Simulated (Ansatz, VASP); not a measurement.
# Ca3TeRu2: VASP beside Ansatz

```
Ca Te Ru
1.0
     4.43463    0.00000    0.00000
     0.00000    4.43463    0.00000
     0.00000    0.00000    7.39499
Ca Te Ru
3 1 2
Direct
  0.50000 0.50000 0.00000
  0.00000 0.50000 0.36400
  0.50000 0.00000 0.63600
  0.00000 0.00000 0.00000
  0.00000 0.50000 0.78076
  0.50000 0.00000 0.21924
```

Change from the starting cell: species swapped into the Zr2CuSb3 type (P-4m2, No. 115).

Alike in both runs: functional PBE; k mesh 8 × 8 × 6; occupations gaussian, width 0.1 eV; no spin polarisation.

Ansatz relaxed the structure, and its values are those at the end. VASP's run is a single point on that final structure, the one shown.

```csv
,VASP,Ansatz
version,VASP 6.6.1,Ansatz 0.2.0
potentials or method,"VASP PAW PBE potentials, release 64 (Ca_sv, Te, Ru_pv), cutoff 520 eV","scalar-relativistic, plane waves, PAW"
valence electrons in the cell,64,78
```

Ansatz gave:

* gap on the k mesh at the Fermi level (eV): none
* pressure (GPa): 0.0
* rms of the force components (eV/Å): 0.000

Problem. Estimate VASP's values.

Solution. gap on the k mesh at the Fermi level (eV): none; pressure (GPa): 0.1; rms of the force components (eV/Å): 0.005.

A gap of «none» marks a metal or a gap that the smearing closes. With one functional, cell and mesh, what is left measures potentials, basis and numerics. VASP's potentials hold 64 valence electrons a cell and Ansatz's 78, so a difference there can come from the potentials and not from the codes.

Neither program's run includes spin-orbit coupling.
